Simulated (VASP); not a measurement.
A run of VASP 6.6.1:

File INCAR:

```
SYSTEM = Ni
PREC     = Accurate       ! precision mode
ENCUT    = 520            ! plane-wave cutoff, eV
EDIFF    = 1E-8           ! SCF threshold, eV
ISMEAR   = -1             ! smearing method
SIGMA    = 0.05           ! smearing width, eV
LREAL    = .False.        ! projectors in reciprocal space
LASPH    = .True.         ! aspherical terms in the spheres
NELM     = 150            ! most SCF steps
ALGO     = Normal         ! electronic algorithm
ISIF     = 2              ! what is computed and relaxed
LWAVE    = .False.        ! write WAVECAR
LCHARG   = .False.        ! write CHGCAR
ISPIN    = 2              ! spin polarisation
MAGMOM   = 1.5            ! initial moments
LORBIT   = 11             ! projections on sites
LMAXMIX  = 4              ! l up to which the mixer works
GGA      = PE             ! functional
LEFG     = .True.       
NBANDS   = 15             ! bands
```

Contents of KPOINTS:

```
Automatic mesh
0
Gamma
  20 20 20
  0 0 0
```

The input POSCAR:

```
Ni
1.0
   -0.0353590000      1.7502705000      1.7502705000
    1.7502705000     -0.0353590000      1.7502705000
    1.7502705000      1.7502705000     -0.0353590000
Ni
1
Direct
    0.0000000000      0.0000000000      0.0000000000
```

Potentials or basis: VASP PAW PBE potentials, release 64 (Ni).

Run with:

```bash
$ cat potpaw_PBE.64/Ni/POTCAR > POTCAR
$ mpirun -np 1 vasp_std > vasp.out
```

Hardware: 1 thread of AMD EPYC 7R43 64-Core Processor (Zen 3), with other jobs on the host.

Problem. How long does it take, and how much memory?

Solution. Run time: 7.2 min on 1 thread of AMD EPYC 7R43 64-Core Processor (Zen 3), on a shared host, peak memory 0.24 GiB. Counts: scf iterations 16, k points 781.
